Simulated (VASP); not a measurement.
# Al (P3m1) in VASP: a series of runs

Runs on Al. Level: r2SCAN. Tasks: single point.

Program: VASP 6.6.1. These are calculated values, not measurements. Logs are shortened: lines on timing, memory, paths and dates and some standing lists are left out, and cuts for length are marked.

## Step 1: The cell of the first run

Symmetry: P3m1, No. 156, trigonal system. The conventional cell has a = 2.822 Å, b = 2.822 Å, c = 19.024 Å, α = 90.00°, β = 90.00°, γ = 120.00°. Within 3.7 Å of Al (site symmetry 3m) lie 12 Al at 2.82 to 2.83 Å. Within 3.7 Å of Al (site symmetry 3m) lie 12 Al at 2.82 to 2.83 Å. Al (site symmetry 3m) has 12 Al at 2.82 to 3.25 Å within 3.7 Å. Al (site symmetry 3m) has 12 Al at 2.82 to 2.83 Å within 3.7 Å. Within 3.7 Å of Al (site symmetry 3m) lie 12 Al at 2.82 to 3.25 Å. Al (site symmetry 3m) has 12 Al at 2.82 to 2.83 Å within 3.7 Å. Within 3.7 Å of Al (site symmetry 3m) lie 12 Al at 2.82 to 2.83 Å. Al (site symmetry 3m) has 12 Al at 2.82 to 2.83 Å within 3.7 Å.

## Step 2: Single point, r2SCAN (the distance across one plane changed)

POSCAR reads:

```
Al
1.0
   -2.8221979689      0.0000000000      0.0000000000
   -1.4110989845     -2.4440951356      0.0000000000
    0.0000000000      0.0000000000     19.0241186883
Al
8
Direct
    1.0000000000      1.0000000000      0.7911455285
    1.0000000000      1.0000000000      0.3042867417
    0.3333333333      0.3333333333      0.9128602252
    0.3333333333      0.3333333333      0.4260014384
    1.0000000000      1.0000000000      0.0608573483
    1.0000000000      1.0000000000      0.5477161351
    0.6666666667      0.6666666667      0.1825720450
    0.6666666667      0.6666666667      0.6694308318
```

INCAR.step1 reads:

```
ALGO = Normal
EDIFF = 1E-4
ENCUT = 520
GGA = PE
ISMEAR = 0
LASPH = T
LCHARG = F
LREAL = F
LWAVE = T
NBANDS = 22
NELM = 60
PREC = Accurate
SIGMA = 0.15
```

INCAR.step2 reads:

```
ALGO = Normal
EDIFF = 1E-7
ENCUT = 520
ISIF = 2
ISMEAR = 0
ISTART = 1
LASPH = T
LCHARG = F
LMIXTAU = T
LREAL = F
LWAVE = F
METAGGA = R2SCAN
NBANDS = 22
NELM = 60
PREC = Accurate
SIGMA = 0.15
```

KPOINTS reads:

```
k-points
0
Gamma
  19 19 3
```

Potentials or basis: VASP PAW PBE potentials, release 64 (Al).

Command:

```sh
cat potpaw_PBE.64/Al/POTCAR > POTCAR
cp INCAR.step1 INCAR
mpirun -np 1 vasp_std > vasp.out
cp INCAR.step2 INCAR
mpirun -np 1 vasp_std > vasp.out
```

OUTCAR:

```text
EDIFF = 1E-7
   ENCUT = 520
   ISIF = 2
   ISMEAR = 0
   ISTART = 1
   LASPH = T
   LREAL = F
   METAGGA = R2SCAN
   NELM = 60
   PREC = Accurate

 ion  position               nearest neighbor table
   1  0.000  0.000  0.791-   3 2.83   8 2.83   3 2.83   8 2.83   3 2.83   8 2.83
   2  0.000  0.000  0.304-   7 2.83   4 2.83   7 2.83   4 2.83   7 2.83   4 2.83
   3  0.333  0.333  0.913-   1 2.83   1 2.83   1 2.83   5 3.25   5 3.25   5 3.25
   4  0.333  0.333  0.426-   2 2.83   6 2.83   2 2.83   6 2.83   2 2.83   6 2.83
   5  0.000  0.000  0.061-   7 2.83   7 2.83   7 2.83   3 3.25   3 3.25   3 3.25
   6  0.000  0.000  0.548-   8 2.83   4 2.83   8 2.83   4 2.83   8 2.83   4 2.83
   7  0.667  0.667  0.183-   2 2.83   5 2.83   2 2.83   5 2.83   2 2.83   5 2.83
   8  0.667  0.667  0.669-   6 2.83   1 2.83   6 2.83   1 2.83   6 2.83   1 2.83

  LATTYP: Found a hexagonal cell.
 ALAT       =     2.8221979689
 C/A-ratio  =     6.7408873855

  Lattice vectors:

 A1 = (   1.4110989845,   2.4440951356,   0.0000000000)
 A2 = (  -2.8221979689,   0.0000000000,   0.0000000000)
 A3 = (   0.0000000000,   0.0000000000,  19.0241186883)

Analysis of symmetry for initial positions (statically):
=====================================================================
 Subroutine PRICEL returns:
 Original cell was already a primitive cell.

 Routine SETGRP: Setting up the symmetry group for a
 hexagonal supercell.

 Subroutine GETGRP returns: Found  6 space group operations
 (whereof  6 operations were pure point group operations)
 out of a pool of 24 trial point group operations.

The static configuration has the point symmetry C_3v.

Analysis of symmetry for dynamics (positions and initial velocities):
=====================================================================
 Subroutine PRICEL returns:
 Original cell was already a primitive cell.

 Routine SETGRP: Setting up the symmetry group for a
 hexagonal supercell.

 Subroutine GETGRP returns: Found  6 space group operations
 (whereof  6 operations were pure point group operations)
 out of a pool of 24 trial point group operations.

The dynamic configuration has the point symmetry C_3v.

 Subroutine INISYM returns: Found  6 space group operations
 (whereof  6 operations are pure point group operations),
 and found     1 'primitive' translations

----------------------------------------------------------------------------------------

                                     Primitive cell

  volume of cell :     131.2231

  direct lattice vectors                    reciprocal lattice vectors
    -2.822197969  0.000000000  0.000000000    -0.354333754  0.204574688  0.000000000
    -1.411098984 -2.444095136  0.000000000     0.000000000 -0.409149376  0.000000000
     0.000000000  0.000000000 19.024118688     0.000000000  0.000000000  0.052564853

  length of vectors
     2.822197969  2.822197969 19.024118688     0.409149376  0.409149376  0.052564853

  position of ions in fractional coordinates (direct lattice)
     0.000000000  0.000000000  0.791145529
     0.000000000  0.000000000  0.304286742
     0.333333333  0.333333333  0.912860225
     0.333333333  0.333333333  0.426001438
     0.000000000  0.000000000  0.060857348
     0.000000000  0.000000000  0.547716135
     0.666666667  0.666666667  0.182572045
     0.666666667  0.666666667  0.669430832

  ion indices of the primitive-cell ions
   primitive index   ion index
                 1           1
                 2           2
                 3           3
                 4           4
                 5           5
                 6           6
                 7           7
                 8           8

----------------------------------------------------------------------------------------

 KPOINTS: k-points

Automatic generation of k-mesh.
 Grid dimensions read from file:
 generate k-points for:   19   19    3

 Generating k-lattice:

  Cartesian coordinates                     Fractional coordinates (reciprocal lattice)
    -0.018649145  0.010767089  0.000000000     0.052631579  0.000000000  0.000000000
     0.000000000 -0.021534178  0.000000000     0.000000000  0.052631579  0.000000000
     0.000000000  0.000000000  0.017521618     0.000000000  0.000000000  0.333333333

  Length of vectors
     0.021534178  0.021534178  0.017521618

  Shift w.r.t. Gamma in fractional coordinates (k-lattice)
     0.000000000  0.000000000  0.000000000

 Subroutine IBZKPT returns following result:
 ===========================================

 Found    110 irreducible k-points:

 Following reciprocal coordinates:
            Coordinates               Weight
  0.000000  0.000000  0.000000      1.000000
  0.052632  0.000000  0.000000      6.000000
  0.105263  0.000000  0.000000      6.000000
  0.157895 -0.000000  0.000000      6.000000
  0.210526 -0.000000  0.000000      6.000000
  0.263158 -0.000000  0.000000      6.000000
[... 16 lines left out ...]
  0.368421  0.105263  0.000000     12.000000
  0.421053  0.105263  0.000000     12.000000
 [... further k-points ...]
   k-points           NKPTS =    110   k-points in BZ     NKDIM =    110   number of bands    NBANDS=     22
   number of dos      NEDOS =    301   number of ions     NIONS =      8
   total plane-waves  NPLWV =  82944
   dimension x,y,z NGX =    24 NGY =   24 NGZ =  144
   dimension x,y,z NGXF=    48 NGYF=   48 NGZF=  288
   ions per type =               8
   NGX,Y,Z   is equivalent  to a cutoff of  14.14, 14.14, 12.58 a.u.
   NGXF,Y,Z  is equivalent  to a cutoff of  28.28, 28.28, 25.17 a.u.
 SYSTEM =  unknown system
   PREC   = accura    normal or accurate (medium, high low for compatibility)
   ISTART =      1    job   : 0-new  1-cont  2-samecut
   ICHARG =      0    charge: 1-file 2-atom 10-const
   ISPIN  =      1    spin polarized calculation?
   LNONCOLLINEAR =      F non collinear calculations
   LSORBIT =      F    spin-orbit coupling
   LASPH  =      T    aspherical Exc in radial PAW
   ENCUT  =  520.0 eV  38.22 Ry    6.18 a.u.   5.25  5.25 35.37*2*pi/ulx,y,z
   NELM   =     60;   NELMIN=  2; NELMDL=  0     # of ELM steps
   EDIFF  = 0.1E-06   stopping-criterion for ELM
   LREAL  =      F    real-space projection
   EDIFFG = 0.1E-05   stopping-criterion for IOM
   NSW    =      0    number of steps for IOM
   IBRION =     -1    ionic relax: 0-MD 1-quasi-New 2-CG
   NFREE  =      0    steps in history (QN), initial steepest desc. (CG)
   ISIF   =      2    stress and relaxation
   ISYM   =      2    0-nonsym 1-usesym 2-fastsym
   POTIM  = 0.5000    time-step for ionic-motion
   TEBEG  =    0.0;   TEEND  =   0.0 temperature during run
   PSTRESS=    0.0 pullay stress
   NELECT =      24.0000    total number of electrons
   NUPDOWN=      -1.0000    fix difference up-down
   EMIN   =  10.00;   EMAX   =-10.00  energy-range for DOS
   EFERMI =   0.00;   METHOD = LEGACY
   ISMEAR =     0;   SIGMA  =   0.15  broadening in eV -4-tet -1-fermi 0-gaus
   EFERMI_NEDOS =   21; number of points for ismear=-14 and -15
   IALGO  =     38    algorithm
   IMIX   =      4    mixing-type and parameters
     AMIX     =   0.40;   BMIX     =  1.00
     AMIX_MAG =   1.60;   BMIX_MAG =  1.00
  volume/ion in A,a.u.               =      16.40       110.69
  Fermi-wavevector in a.u.,A,eV,Ry     =   0.929270  1.756065 11.749210  0.863543
  Thomas-Fermi vector in A             =   2.055535
   LORBIT       =      0    0 simple, 1 ext, 2 COOP (PROOUT), +10 PAW based schemes
   METAGGA = R2SCAN    functional components
   LHFCALC =     F    Hartree Fock is set to
   AEXX    =    0.0000 exact exchange contribution
   IVDW    =     0    specifies the selected vdW correction
   LEPSILON=     F    determine dielectric tensor
   LRPA    =     F    only Hartree local field effects (RPA)
 non-spin polarized calculation
 Gauss-broadening in eV      SIGMA  =   0.15
  energy-cutoff  :      520.00
  volume of cell :      131.22
 maximum number of plane-waves:      3562
 NGX is ok and might be reduce to    24
   NGX = 11   NGY = 11   NGZ = 71

 number of electron      24.0000000 magnetization

 Free energy of the ion-electron system (eV)
  ---------------------------------------------------
  ext. energy  EPLUGINS =         0.00000000
  ---------------------------------------------------
  free energy    TOTEN  =       -53.58782462 eV

  energy without entropy =      -53.55675061  energy(sigma->0) =      -53.57228762

 E-fermi :   8.0661     XC(G=0): -10.9199

 val. band max:        8.0587790873   @ k =  -0.4737   0.1579   0.0000
 cond. band min:       8.0707289506   @ k =   0.3158  -0.0000   0.0000
 fundamental gap:      0.0119498633
 Fermi energy:         8.0661170922

 k-point     1 :       0.0000    0.0000    0.0000
  band No.  band energies     occupation
      1      -3.9313      2.00000
      2      -3.5736      2.00000
      3      -3.2645      2.00000
      4      -2.2554      2.00000
      5      -1.8834      2.00000
      6      -0.0908      2.00000
[... 14 lines left out ...]
     21      20.1399      0.00000
     22      20.2567      0.00000

 k-point     2 :       0.0526    0.0000    0.0000
  band No.  band energies     occupation
      1      -3.8584      2.00000
      2      -3.5008      2.00000
      3      -3.1918      2.00000
      4      -2.1833      2.00000
      5      -1.8113      2.00000
      6      -0.0199      2.00000
[... 14 lines left out ...]
     21      19.4020      0.00000
     22      19.5108      0.00000

 k-point     3 :       0.1053    0.0000    0.0000
  band No.  band energies     occupation
      1      -3.6400      2.00000
      2      -3.2830      2.00000
      3      -2.9740      2.00000
      4      -1.9674      2.00000
      5      -1.5951      2.00000
      6       0.1927      2.00000
[... 14 lines left out ...]
     21      17.8673      0.00000
     22      18.1255      0.00000
[... 476 lines left out ...]
 k-point    23 :       0.3684    0.1053    0.0000
  band No.  band energies     occupation
      1      -1.1164      2.00000
      2      -0.7666      2.00000
      3      -0.4579      2.00000
      4       0.5246      2.00000
      5       0.8994      2.00000
      6       2.6389      2.00000
[... 14 lines left out ...]
     21      12.9994      0.00000
     22      13.2659      0.00000

 k-point    24 :       0.4211    0.1053    0.0000
  band No.  band energies     occupation
      1      -0.1912      2.00000
      2       0.1556      2.00000
      3       0.4640      2.00000
      4       1.4357      2.00000
      5       1.8105      2.00000
      6       3.5200      2.00000
[... 14 lines left out ...]
     21      12.5646      0.00000
     22      12.8781      0.00000

 [... further k-points ...]

------------------------ aborting loop because EDIFF is reached ----------------------------------------

  FORCE on cell =-STRESS in cart. coord.  units (eV):
  Direction    XX          YY          ZZ          XY          YZ          ZX
  --------------------------------------------------------------------------------------
  -------------------------------------------------------------------------------------
  Total       -0.8829118     -0.8829118     -1.8732504     -0.0000000     -0.0000000      0.0000000
  in kB      -10.7799758    -10.7799758    -22.8715865     -0.0000000     -0.0000000      0.0000000
  external PRESSURE =     -14.8105127 kB  Pullay stress =       0.0000000 kB

 VOLUME and BASIS-vectors are now :
 -----------------------------------------------------------------------------
  energy-cutoff  :      520.00
  volume of cell :      131.22
      direct lattice vectors                 reciprocal lattice vectors
    -2.822197969  0.000000000  0.000000000    -0.354333754  0.204574688  0.000000000
    -1.411098984 -2.444095136  0.000000000     0.000000000 -0.409149376  0.000000000
     0.000000000  0.000000000 19.024118688     0.000000000  0.000000000  0.052564853

 POSITION                                       TOTAL-FORCE (eV/Angst)
 -----------------------------------------------------------------------------------
      0.00000      0.00000     15.05085        -0.000000      0.000000     -0.013039
      0.00000      0.00000      5.78879        -0.000000      0.000000      0.010149
     -1.41110     -0.81470     17.36636         0.000000      0.000000      0.592363
     -1.41110     -0.81470      8.10430        -0.000000      0.000000     -0.006222
      0.00000      0.00000      1.15776        -0.000000     -0.000000     -0.607499
      0.00000      0.00000     10.41982         0.000000      0.000000     -0.008941
     -2.82220     -1.62940      3.47327        -0.000000     -0.000000      0.030031
     -2.82220     -1.62940     12.73533         0.000000     -0.000000      0.003158
 -----------------------------------------------------------------------------------
    total drift:                                0.000000      0.000000     -0.003595

  FREE ENERGIE OF THE ION-ELECTRON SYSTEM (eV)
  ---------------------------------------------------
  free  energy   TOTEN  =       -53.5878246191 eV

  energy  without entropy=      -53.5567506112  energy(sigma->0) =      -53.57228762
```

Wall time 13 min (1 thread of Intel Xeon 6975P-C (Granite Rapids), shared host); peak memory 0.42 GiB.

What came out:

* Free energy: -53.5878 eV
* Pressure: -1.5 GPa
* Largest force: 0.607 eV/Å
* Band gap on the k mesh: zero (bands 12 and 13 overlap by 5.09 eV)

Forces in eV/Å, atoms in the order of the input:
```
Al   0.000  0.000 -0.013
Al   0.000  0.000  0.010
Al   0.000  0.000  0.592
Al   0.000  0.000 -0.006
Al   0.000  0.000 -0.607
Al   0.000  0.000 -0.009
Al   0.000  0.000  0.030
Al   0.000  0.000  0.003
```

Stress tensor (GPa, compression positive):
```
-1.08  0.00  0.00
 0.00 -1.08  0.00
 0.00  0.00 -2.29
```

Levels at points of the mesh, in eV from the Fermi level:
```
           k point  band 8  band 9  band 10  band 11  band 12  band 13  band 14  band 15
(0.00, 0.00, 0.00)   -5.14   -4.95    -1.47    -1.19     2.99     3.19     8.05     8.14
```

Caveat: the cell differs from its parent crystal (the distance across one plane changed); the PAW data sets were made with another functional, which shifts forces and pressure a little.

## Step 3: Single point, r2SCAN (the distance across one plane changed)

POSCAR reads:

```
Al
1.0
   -2.8221979689      0.0000000000      0.0000000000
   -1.4110989845     -2.4440951356      0.0000000000
    0.0000000000      0.0000000000     19.5241186883
Al
8
Direct
    1.0000000000      1.0000000000      0.7708848053
    1.0000000000      1.0000000000      0.2964941559
    0.3333333333      0.3333333333      0.8894824677
    0.3333333333      0.3333333333      0.4150918183
    1.0000000000      1.0000000000      0.0592988312
    1.0000000000      1.0000000000      0.5336894806
    0.6666666667      0.6666666667      0.1778964935
    0.6666666667      0.6666666667      0.6522871430
```

INCAR.step1 reads:

```
PREC     = Accurate       # precision mode
ENCUT    = 520            # plane-wave cutoff, eV
ISMEAR   = 0              # smearing method
SIGMA    = 0.15           # smearing width, eV
LREAL    = F              # projectors in reciprocal space
LASPH    = T              # aspherical terms in the spheres
NELM     = 100            # most SCF steps
NBANDS   = 22             # bands
GGA      = PE             # functional
ALGO     = Normal         # electronic algorithm
EDIFF    = 1E-4           # SCF threshold, eV
LWAVE    = T              # write WAVECAR
LCHARG   = F              # write CHGCAR
```

INCAR.step2 reads:

```
PREC     = Accurate       # precision mode
ENCUT    = 520            # plane-wave cutoff, eV
EDIFF    = 1E-6           # SCF threshold, eV
ISMEAR   = 0              # smearing method
SIGMA    = 0.15           # smearing width, eV
LREAL    = F              # projectors in reciprocal space
LASPH    = T              # aspherical terms in the spheres
NELM     = 100            # most SCF steps
ALGO     = Normal         # electronic algorithm
ISIF     = 2              # what is computed and relaxed
LWAVE    = F              # write WAVECAR
LCHARG   = F              # write CHGCAR
METAGGA  = R2SCAN         # meta-GGA
LMIXTAU  = T            
NBANDS   = 22             # bands
ISTART   = 1
```

KPOINTS reads:

```
regular mesh
0
Gamma
  19 19 3
```

Potentials or basis: VASP PAW PBE potentials, release 64 (Al).

Command:

```sh
cat potpaw_PBE.64/Al/POTCAR > POTCAR
cp INCAR.step1 INCAR
mpirun -np 1 vasp_std > vasp.out
cp INCAR.step2 INCAR
mpirun -np 1 vasp_std > vasp.out
```

It took 11 min on 1 thread of Intel Xeon 6975P-C (Granite Rapids), shared host; peak memory 0.44 GiB.

It converged, with:

```yaml
Free_energy: -53.3334 eV
Pressure: -1.5 GPa
Largest_force: 0.442 eV/Å
Band_gap_on_the_k_mesh: zero (bands 12 and 13 overlap by 4.69 eV)
```

Forces in eV/Å, atoms in the order of the input:
```
Al   0.000  0.000 -0.038
Al   0.000  0.000  0.005
Al   0.000  0.000  0.418
Al   0.000  0.000  0.000
Al   0.000  0.000 -0.442
Al   0.000  0.000 -0.023
Al   0.000  0.000  0.063
Al   0.000  0.000  0.017
```

Stress tensor (GPa, compression positive):
```
-1.51  0.00  0.00
 0.00 -1.51  0.00
 0.00  0.00 -1.37
```

Levels at points of the mesh, in eV from the Fermi level:
```tsv
k point	band 9	band 10	band 11	band 12	band 13	band 14
(0.00, 0.00, 0.00)	-4.96	-1.84	-1.23	2.46	2.90	7.34
```

Caveat: the cell differs from its parent crystal (the distance across one plane changed); the PAW data sets were made with another functional, which shifts forces and pressure a little.
